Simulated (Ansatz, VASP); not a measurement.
TiTe2 in VASP and in Ansatz

Contents of POSCAR:

```
TiTe2
1.0
    3.7770000000      0.0000000000      0.0000000000
   -1.8885000000      3.2709779501      0.0000000000
    0.0000000000      0.0000000000      6.4980000000
Te Ti
2 1
Direct
    0.3333333333      0.6666666667      0.7372000000
    0.6666666667      0.3333333333      0.2628000000
    0.0000000000      0.0000000000      0.0000000000
```

The input INCAR.step1:

```
ALGO = Normal
EDIFF = 1E-5
ENCUT = 520
GGA = PE
ISIF = 2
ISMEAR = -1
LASPH = T
LCHARG = F
LREAL = F
LUSENCCL = F
LWAVE = T
NBANDS = 19
NELM = 60
PREC = Accurate
SIGMA = 0.05
```

The input INCAR.step2:

```
AEXX = 0.25
ALGO = Normal
EDIFF = 1E-6
ENCUT = 520
ISIF = 2
ISMEAR = -1
ISTART = 1
LASPH = T
LCHARG = F
LHFCALC = T
LMIXTAU = T
LREAL = F
LUSENCCL = F
LWAVE = F
METAGGA = R2SCAN
NBANDS = 19
NELM = 60
PREC = Accurate
PRECFOCK = Normal
SIGMA = 0.05
```

File KPOINTS:

```
k-points
0
Gamma
  5 5 3
```

File input.yaml:

```yaml
crystal:
  lattice:
    - [3.777, 0.0, 0.0]
    - [-1.8885, 3.2709779501, 0.0]
    - [0.0, 0.0, 6.498]
  atoms:
    - { symbol: Te, position: [0.3333333333, 0.6666666667, 0.7372] }
    - { symbol: Te, position: [0.6666666667, 0.3333333333, 0.2628] }
    - { symbol: Ti, position: [0.0, 0.0, 0.0] }
hamiltonian:
  xc: { exchange: r2scan, correlation: r2scan, exx: { coeff: 0.25 } }
  pseudopotentials: { kind: paw }
kpoints:
  mp_grid: { grid: [5, 5, 3] }
scf:
  occupations: { method: fermi_dirac, width: 0.05 }
output:
  forces: true
  stress: true
  eigenvalues: true
```

Alike in both runs: task single point; functional r2SCAN-based global hybrid; k mesh 5 × 5 × 3; occupations fermi-dirac, width 0.05 eV; no spin polarisation.

```csv
,VASP,Ansatz
version,VASP 6.6.1,Ansatz 0.2.0
potentials or method,"VASP PAW PBE potentials, release 64 (Te, Ti_sv)",Ansatz PAW
plane-wave cutoff (eV),520,500
valence electrons in the cell,24,44
```

```csv
,VASP,Ansatz,Ansatz less VASP
gap on the k mesh at the Fermi level (eV),none,none,-
pressure (GPa),-0.4,-0.1,+0.28
"traceless stress, the component that is largest in VASP (GPa)",0.25,0.25,-0.002
rms of the force components (eV/Å),0.222,0.223,+0.0006
```

VASP's potentials were made for PBE, not for r2SCAN-based global hybrid. Atom by atom the forces differ by 0.001 eV/Å (rms over components). A gap of «none» marks a metal or a gap that the smearing closes. The functional is the same, so the differences come from potentials, cutoffs and numerics. VASP's potentials hold 24 valence electrons a cell and Ansatz's 44, so a difference there can come from the potentials and not from the codes.

The k mesh is coarse, so the values compare programs but aren't converged. Neither program's run includes spin-orbit coupling.
